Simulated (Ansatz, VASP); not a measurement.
# One calculation of ZrN, two programs

```
CELL_PARAMETERS angstrom
0.00000 2.26261 2.26261
2.26261 0.00000 2.26261
2.26261 2.26261 0.00000
ATOMIC_POSITIONS crystal
Zr 0.00000 0.00000 0.00000
N 0.50000 0.50000 0.50000
```

Alike in both runs: functional LDA; k mesh 16 × 16 × 16; occupations gaussian, width 0.1 eV; no spin polarisation.

Ansatz relaxed the structure, and its values are those at the end. VASP's run is a single point on that final structure, the one shown.

|  | VASP | Ansatz |
| --- | --- | --- |
| version | VASP 6.6.1 | Ansatz 0.2.0 |
| potentials or method | VASP PAW LDA potentials, release 64 (Zr_sv, N), cutoff 600 eV | scalar-relativistic, plane waves, PAW |
| valence electrons in the cell | 17 | 17 |

```csv
,VASP,Ansatz,Ansatz less VASP
gap on the k mesh at the Fermi level (eV),none,none,-
pressure (GPa),0.6,0.0,-0.60
```

Ansatz warns that its potentials were made for another functional, while VASP's fit it. LDA's correlation is that of Perdew and Zunger in VASP and of Perdew and Wang (1992) in Ansatz. A gap of «none» marks a metal or a gap that the smearing closes.
